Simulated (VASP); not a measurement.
# Hf (Cmcm) in VASP: further runs

Hf is run at these levels: PBEsol; tasks: single point.

Everything below comes from runs of VASP 6.6.1. Logs are shortened: lines on timing, memory, paths and dates and some standing lists are left out, and cuts for length are marked.

## 1. The cell of the first run

The structure is orthorhombic, space group Cmcm (No. 63). Conventional cell: a = 3.197 Å, b = 4.983 Å, c = 5.058 Å, α = 90.00°, β = 90.00°, γ = 90.00°. Within 3.9 Å of Hf (site symmetry m2m) lie 12 Hf at 2.96 to 3.20 Å.

## 2. Single point, PBEsol (strain -0.1000 x Voigt [0, 1, 0, 0, 0, 0])

Input file INCAR:

```
SYSTEM = Hf
  ALGO = Fast
  EDIFF = 1E-6
  ENCUT = 520
  GGA = PS
  ISIF = 2
  ISMEAR = 0
  LASPH = .TRUE.
  LCHARG = .FALSE.
  LREAL = .FALSE.
  LWAVE = .FALSE.
  NBANDS = 17
  NELM = 60
  PREC = Accurate
  SIGMA = 0.15
```

Input file KPOINTS:

```
k-points
0
G
  18 18 10
  0 0 0
```

Input file POSCAR:

```
Hf
1.0
    3.1966985242      0.0000000000      0.0000000000
   -1.5983492621      2.4915799172      0.0000000000
    0.0000000000      0.0000000000      5.0578000000
Hf
2
Direct
    0.3333333333      0.6666666667      0.2500000000
    0.6666666667      0.3333333333      0.7500000000
```

Potentials or basis: VASP PAW PBE potentials, release 64 (Hf_pv).

Launch:

```sh
$ cat potpaw_PBE.64/Hf_pv/POTCAR > POTCAR
$ mpirun -np 1 vasp_std > vasp.out
```

OUTCAR:

```text
SYSTEM = Hf
   EDIFF = 1E-6
   ENCUT = 520
   GGA = PS
   ISIF = 2
   ISMEAR = 0
   LASPH = .TRUE.
   LREAL = .FALSE.
   NELM = 60
   PREC = Accurate

 ion  position               nearest neighbor table
   1  0.333  0.667  0.250-   2 3.03   2 3.03   2 3.10   2 3.10   2 3.10   2 3.10
   2  0.667  0.333  0.750-   1 3.03   1 3.03   1 3.10   1 3.10   1 3.10   1 3.10

  Warning from LATTYP: Monoclinic adjustment (A1->A3, A2->A1, A3->A2)!
  LATTYP: Found a base centered orthorhombic cell.
 ALAT       =     3.1966985242
 B/A-ratio  =     1.5588457268
 C/A-ratio  =     1.5821948681

  Lattice vectors:

 A1 = (   1.5983492621,  -2.4915799172,   0.0000000000)
 A2 = (   1.5983492621,   2.4915799172,   0.0000000000)
 A3 = (   0.0000000000,   0.0000000000,   5.0578000000)

Analysis of symmetry for initial positions (statically):
=====================================================================
 Subroutine PRICEL returns:
 Original cell was already a primitive cell.

 Routine SETGRP: Setting up the symmetry group for a
 base centered orthorhombic supercell.

 Subroutine GETGRP returns: Found  8 space group operations
 (whereof  4 operations were pure point group operations)
 out of a pool of  8 trial point group operations.

The static configuration has the point symmetry C_2h.
 The point group associated with its full space group is D_2h.

Analysis of symmetry for dynamics (positions and initial velocities):
=====================================================================
 Subroutine PRICEL returns:
 Original cell was already a primitive cell.

 Routine SETGRP: Setting up the symmetry group for a
 base centered orthorhombic supercell.

 Subroutine GETGRP returns: Found  8 space group operations
 (whereof  4 operations were pure point group operations)
 out of a pool of  8 trial point group operations.

The dynamic configuration has the point symmetry C_2h.
 The point group associated with its full space group is D_2h.

 Subroutine INISYM returns: Found  8 space group operations
 (whereof  4 operations are pure point group operations),
 and found     1 'primitive' translations

----------------------------------------------------------------------------------------

                                     Primitive cell

  volume of cell :      40.2845

  direct lattice vectors                    reciprocal lattice vectors
     3.196698524  0.000000000  0.000000000     0.312822743  0.200675883  0.000000000
    -1.598349262  2.491579917  0.000000000     0.000000000  0.401351766  0.000000000
     0.000000000  0.000000000  5.057800000     0.000000000  0.000000000  0.197714421

  length of vectors
     3.196698524  2.960184259  5.057800000     0.371656936  0.401351766  0.197714421

  position of ions in fractional coordinates (direct lattice)
     0.333333333  0.666666667  0.250000000
     0.666666667  0.333333333  0.750000000

  ion indices of the primitive-cell ions
   primitive index   ion index
                 1           1
                 2           2

----------------------------------------------------------------------------------------

 KPOINTS: k-points

Automatic generation of k-mesh.
 Grid dimensions read from file:
 generate k-points for:   18   18   10

 Generating k-lattice:

  Cartesian coordinates                     Fractional coordinates (reciprocal lattice)
     0.017379041  0.011148660  0.000000000     0.055555556  0.000000000  0.000000000
     0.000000000  0.022297320  0.000000000     0.000000000  0.055555556  0.000000000
     0.000000000  0.000000000  0.019771442     0.000000000  0.000000000  0.100000000

  Length of vectors
     0.020647608  0.022297320  0.019771442

  Shift w.r.t. Gamma in fractional coordinates (k-lattice)
     0.000000000  0.000000000  0.000000000

 Subroutine IBZKPT returns following result:
 ===========================================

 Found    546 irreducible k-points:

 Following reciprocal coordinates:
            Coordinates               Weight
  0.000000  0.000000  0.000000      1.000000
  0.055556  0.000000  0.000000      4.000000
  0.111111  0.000000  0.000000      4.000000
  0.166667  0.000000  0.000000      4.000000
  0.222222  0.000000  0.000000      4.000000
  0.277778  0.000000  0.000000      4.000000
[... 16 lines left out ...]
 -0.333333  0.055556  0.000000      4.000000
 -0.277778  0.055556  0.000000      4.000000
 [... further k-points ...]
   k-points           NKPTS =    546   k-points in BZ     NKDIM =    546   number of bands    NBANDS=     17
   number of dos      NEDOS =    301   number of ions     NIONS =      2
   total plane-waves  NPLWV =  23040
   dimension x,y,z NGX =    24 NGY =   24 NGZ =   40
   dimension x,y,z NGXF=    48 NGYF=   48 NGZF=   80
   ions per type =               2
   NGX,Y,Z   is equivalent  to a cutoff of  12.48, 13.48, 13.15 a.u.
   NGXF,Y,Z  is equivalent  to a cutoff of  24.96, 26.96, 26.30 a.u.
 SYSTEM =  Hf
   PREC   = accura    normal or accurate (medium, high low for compatibility)
   ISTART =      0    job   : 0-new  1-cont  2-samecut
   ICHARG =      2    charge: 1-file 2-atom 10-const
   ISPIN  =      1    spin polarized calculation?
   LNONCOLLINEAR =      F non collinear calculations
   LSORBIT =      F    spin-orbit coupling
   LASPH  =      T    aspherical Exc in radial PAW
   ENCUT  =  520.0 eV  38.22 Ry    6.18 a.u.   5.94  5.50  9.40*2*pi/ulx,y,z
   NELM   =     60;   NELMIN=  2; NELMDL= -5     # of ELM steps
   EDIFF  = 0.1E-05   stopping-criterion for ELM
   LREAL  =      F    real-space projection
   EDIFFG = 0.1E-04   stopping-criterion for IOM
   NSW    =      0    number of steps for IOM
   IBRION =     -1    ionic relax: 0-MD 1-quasi-New 2-CG
   NFREE  =      0    steps in history (QN), initial steepest desc. (CG)
   ISIF   =      2    stress and relaxation
   ISYM   =      2    0-nonsym 1-usesym 2-fastsym
   POTIM  = 0.5000    time-step for ionic-motion
   TEBEG  =    0.0;   TEEND  =   0.0 temperature during run
   PSTRESS=    0.0 pullay stress
   NELECT =      20.0000    total number of electrons
   NUPDOWN=      -1.0000    fix difference up-down
   EMIN   =  10.00;   EMAX   =-10.00  energy-range for DOS
   EFERMI =   0.00;   METHOD = LEGACY
   ISMEAR =     0;   SIGMA  =   0.15  broadening in eV -4-tet -1-fermi 0-gaus
   EFERMI_NEDOS =   21; number of points for ismear=-14 and -15
   IALGO  =     68    algorithm
   IMIX   =      4    mixing-type and parameters
     AMIX     =   0.40;   BMIX     =  1.00
     AMIX_MAG =   1.60;   BMIX_MAG =  1.00
  volume/ion in A,a.u.               =      20.14       135.93
  Fermi-wavevector in a.u.,A,eV,Ry     =   1.296300  2.449651 22.863136  1.680393
  Thomas-Fermi vector in A             =   2.427765
   LORBIT       =      0    0 simple, 1 ext, 2 COOP (PROOUT), +10 PAW based schemes
   GGA     = PS    functional components
   LHFCALC =     F    Hartree Fock is set to
   AEXX    =    0.0000 exact exchange contribution
   IVDW    =     0    specifies the selected vdW correction
   LEPSILON=     F    determine dielectric tensor
   LRPA    =     F    only Hartree local field effects (RPA)
 non-spin polarized calculation
 RMM-DIIS sequential band-by-band and
 Gauss-broadening in eV      SIGMA  =   0.15
  energy-cutoff  :      520.00
  volume of cell :       40.28
 maximum number of plane-waves:      1106
   NGX = 11   NGY = 11   NGZ = 19

 number of electron      19.9999998 magnetization

 Free energy of the ion-electron system (eV)
  ---------------------------------------------------
  ext. energy  EPLUGINS =         0.00000000
  ---------------------------------------------------
  free energy    TOTEN  =       -20.80860084 eV

  energy without entropy =      -20.78785265  energy(sigma->0) =      -20.79822674

 E-fermi :   5.4238     XC(G=0): -11.8763

 val. band max:        5.4224088269   @ k =   0.1111   0.0000   0.0000
 cond. band min:       5.4240345902   @ k =   0.2222   0.2778   0.0000
 fundamental gap:      0.0016257633
 Fermi energy:         5.4238251821

 k-point     1 :       0.0000    0.0000    0.0000
  band No.  band energies     occupation
      1     -25.4060      2.00000
      2     -24.4097      2.00000
      3     -24.3005      2.00000
      4     -24.2911      2.00000
      5     -24.2790      2.00000
      6     -24.1545      2.00000
[... 9 lines left out ...]
     16       9.0803      0.00000
     17      11.1957      0.00000

 k-point     2 :       0.0556    0.0000    0.0000
  band No.  band energies     occupation
      1     -25.3954      2.00000
      2     -24.4291      2.00000
      3     -24.3147      2.00000
      4     -24.3038      2.00000
      5     -24.2915      2.00000
      6     -24.1684      2.00000
[... 9 lines left out ...]
     16       8.9358      0.00000
     17      11.4337      0.00000

 k-point     3 :       0.1111    0.0000    0.0000
  band No.  band energies     occupation
      1     -25.3643      2.00000
      2     -24.4974      2.00000
      3     -24.3723      2.00000
      4     -24.3384      2.00000
      5     -24.3140      2.00000
      6     -24.1936      2.00000
[... 9 lines left out ...]
     16       8.8157      0.00000
     17      11.8168      0.00000

 k-point     4 :       0.1667    0.0000    0.0000
  band No.  band energies     occupation
      1     -25.3147      2.00000
      2     -24.6183      2.00000
      3     -24.4894      2.00000
      4     -24.3774      2.00000
      5     -24.3313      2.00000
      6     -24.2151      2.00000
[... 9 lines left out ...]
     16       9.0829      0.00000
     17      12.0633      0.00000
[... 343 lines left out ...]
      1     -25.1214      2.00000
      2     -25.0595      2.00000
      3     -24.9724      2.00000
      4     -24.5129      2.00000
      5     -24.4491      2.00000
      6     -24.3087      2.00000
[... 9 lines left out ...]
     16      11.4155      0.00000
     17      12.4386      0.00000

 k-point    23 :      -0.3333    0.0556    0.0000
  band No.  band energies     occupation
      1     -25.1374      2.00000
      2     -24.9787      2.00000
      3     -24.8373      2.00000
      4     -24.4879      2.00000
      5     -24.4092      2.00000
      6     -24.2916      2.00000
[... 9 lines left out ...]
     16      10.7611      0.00000
     17      12.3738      0.00000

 k-point    24 :      -0.2778    0.0556    0.0000
  band No.  band energies     occupation
      1     -25.2143      2.00000
      2     -24.8198      2.00000
      3     -24.6900      2.00000
      4     -24.4528      2.00000
      5     -24.3740      2.00000
      6     -24.2695      2.00000
[... 9 lines left out ...]
     16      10.1366      0.00000
     17      12.2838      0.00000

 [... further k-points ...]
[... 5 lines left out ...]
  --------------------------------------------------------------------------------------
  -------------------------------------------------------------------------------------
  Total        0.9835409      4.6328341      0.8309969      0.0000000     -0.0000000      0.0000000
  in kB       39.1169386    184.2549537     33.0500287      0.0000000     -0.0000000      0.0000000
  external PRESSURE =      85.4739737 kB  Pullay stress =       0.0000000 kB

 VOLUME and BASIS-vectors are now :
 -----------------------------------------------------------------------------
  energy-cutoff  :      520.00
  volume of cell :       40.28
      direct lattice vectors                 reciprocal lattice vectors
     3.196698524  0.000000000  0.000000000     0.312822743  0.200675883  0.000000000
    -1.598349262  2.491579917  0.000000000     0.000000000  0.401351766  0.000000000
     0.000000000  0.000000000  5.057800000     0.000000000  0.000000000  0.197714421

 POSITION                                       TOTAL-FORCE (eV/Angst)
 -----------------------------------------------------------------------------------
     -0.00000      1.66105      1.26445         0.000000     -0.271385      0.000000
      1.59835      0.83053      3.79335         0.000000      0.271385      0.000000
 -----------------------------------------------------------------------------------
    total drift:                               -0.000000      0.000000     -0.000000

  FREE ENERGIE OF THE ION-ELECTRON SYSTEM (eV)
  ---------------------------------------------------
  free  energy   TOTEN  =       -20.8086008358 eV

  energy  without entropy=      -20.7878526469  energy(sigma->0) =      -20.79822674
```

Wall time 3.4 min (1 thread of Intel Xeon Platinum 8488C (Sapphire Rapids), shared host); peak memory 0.4 GiB.

What came out:

```yaml
Free_energy: -20.8086 eV
Pressure: 8.5 GPa
Largest_force: 0.271 eV/Å
Band_gap_on_the_k_mesh: zero (bands 10 and 11 overlap by 1.15 eV)
```

Forces on the atoms (eV/Å):
```
Hf   0.000 -0.271  0.000
Hf   0.000  0.271  0.000
```

Levels at points of the mesh, in eV from the Fermi level:
```
           k point  band 7  band 8  band 9  band 10  band 11  band 12  band 13  band 14
(0.00, 0.00, 0.00)   -7.65   -4.09    0.31     0.72     1.00     1.16     2.59     3.13
(0.50, 0.00, 0.00)   -3.47   -3.02   -2.62    -0.49     0.54     1.36     1.85     6.40
(0.00, 0.50, 0.00)   -3.31   -3.18   -2.55     0.23     0.34     0.90     2.28     6.73
(0.00, 0.00, 0.50)   -5.63   -5.63   -0.11    -0.11     0.39     0.39     2.43     2.43
(0.50, 0.00, 0.50)   -3.74   -3.74   -1.31    -1.31     1.51     1.51     3.65     3.65
(0.00, 0.50, 0.50)   -3.59   -3.59   -1.25    -1.25     2.26     2.26     2.41     2.41
```

Caveat: the cell differs from its parent crystal (strain -0.1000 x Voigt [0, 1, 0, 0, 0, 0]); the stress differs along the axes, from 3 to 18 GPa; the PAW data sets were made with another functional, which shifts forces and pressure a little; spin-orbit coupling is left out, which moves the levels of the heavy elements.

## 3. Single point, PBEsol (strain -0.0750 x Voigt [0, 1, 0, 0, 0, 0])

Input file INCAR:

```
PREC = Accurate ; ENCUT = 520
EDIFF = 1E-7 ; ISMEAR = 0
SIGMA = 0.15 ; LREAL = F
LASPH = T ; NELM = 60
ALGO = Fast ; ISIF = 2
LWAVE = F ; LCHARG = F
GGA = PS ; NBANDS = 17
```

Input file KPOINTS:

```
Automatic mesh
0
Gamma
  18 18 10
```

Input file POSCAR:

```
Hf
1.0
    3.1966985242      0.0000000000      0.0000000000
   -1.5983492621      2.5607904704      0.0000000000
    0.0000000000      0.0000000000      5.0578000000
Hf
2
Direct
    0.3333333333      0.6666666667      0.2500000000
    0.6666666667      0.3333333333      0.7500000000
```

Potentials or basis: VASP PAW PBE potentials, release 64 (Hf_pv).

Launch:

```sh
$ cat potpaw_PBE.64/Hf_pv/POTCAR > POTCAR
$ mpirun -np 1 vasp_std > vasp.out
```

Run time: 4.1 min. Hardware: 1 thread of Intel Xeon Platinum 8488C (Sapphire Rapids), shared host; peak memory 0.41 GiB.

The run converged. Its results:

```
Free energy            : -20.9156 eV
Pressure               : 4.8 GPa
Largest force          : 0.197 eV/Å
Band gap on the k mesh : zero (bands 10 and 11 overlap by 1.17 eV)
```

Forces in eV/Å, atoms in the order of the input:
```
Hf   0.000 -0.197  0.000
Hf   0.000  0.197  0.000
```

Stress tensor (GPa, compression positive):
```
 1.22  0.00  0.00
 0.00 12.21  0.00
 0.00  0.00  1.04
```

Levels at points of the mesh, in eV from the Fermi level:
| k point | band 7 | band 8 | band 9 | band 10 | band 11 | band 12 | band 13 | band 14 |
| --- | --- | --- | --- | --- | --- | --- | --- | --- |
| (0.00, 0.00, 0.00) | -7.60 | -4.01 | 0.54 | 0.68 | 1.12 | 1.39 | 2.16 | 2.90 |
| (0.50, 0.00, 0.00) | -3.46 | -2.97 | -2.52 | -0.59 | 0.62 | 1.43 | 1.53 | 6.33 |
| (0.00, 0.50, 0.00) | -3.30 | -3.05 | -2.48 | -0.08 | 0.45 | 0.89 | 2.09 | 6.68 |
| (0.00, 0.00, 0.50) | -5.59 | -5.59 | -0.05 | -0.05 | 0.58 | 0.58 | 2.02 | 2.02 |
| (0.50, 0.00, 0.50) | -3.67 | -3.67 | -1.23 | -1.23 | 1.40 | 1.40 | 3.35 | 3.35 |
| (0.00, 0.50, 0.50) | -3.54 | -3.54 | -1.18 | -1.18 | 1.94 | 1.94 | 2.47 | 2.47 |

Caveat: the cell differs from its parent crystal (strain -0.0750 x Voigt [0, 1, 0, 0, 0, 0]); the stress differs along the axes, from 1 to 12 GPa; the PAW data sets were made with another functional, which shifts forces and pressure a little; spin-orbit coupling is left out, which moves the levels of the heavy elements.
